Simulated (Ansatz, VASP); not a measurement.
**Two plane-wave programs on ScGa5S**

```xyz
7
Lattice="2.7263 -5.1283 0.0000 2.7263 5.1283 0.0000 0.0000 0.0000 5.0786" Properties=species:S:1:pos:R:3 pbc="T T T"
Sc    0.0000    0.0000    2.5393
Ga    2.7263   -2.3407    3.7778
Ga    2.7263    2.3407    3.7778
Ga    2.7263    2.3407    1.3008
Ga    2.7263   -2.3407    1.3008
Ga    2.7263    0.0000    0.0000
S     0.0000    0.0000    0.0000
```

Alike in both runs: functional PBE; k mesh 4 × 4 × 3; occupations gaussian, width 0.2 eV; no spin polarisation.

Ansatz relaxed the structure, and its values are those at the end. VASP's run is a single point on that final structure, the one shown.

|  | VASP | Ansatz |
| --- | --- | --- |
| version | VASP 6.6.1 | Ansatz 0.2.0 |
| potentials or method | VASP PAW PBE potentials, release 64 (Sc_sv, Ga_d, S), cutoff 520 eV | scalar-relativistic, plane waves, PAW |
| valence electrons in the cell | 82 | 82 |

```csv
,VASP,Ansatz,Ansatz less VASP
gap on the k mesh at the Fermi level (eV),none,none,-
pressure (GPa),0.1,0.0,-0.12
rms of the force components (eV/Å),0.003,0.004,+0.0006
```

A gap of «none» marks a metal or a gap that the smearing closes. With one functional, cell and mesh, what is left measures potentials, basis and numerics.

The k mesh is coarse, so the values compare programs but aren't converged.
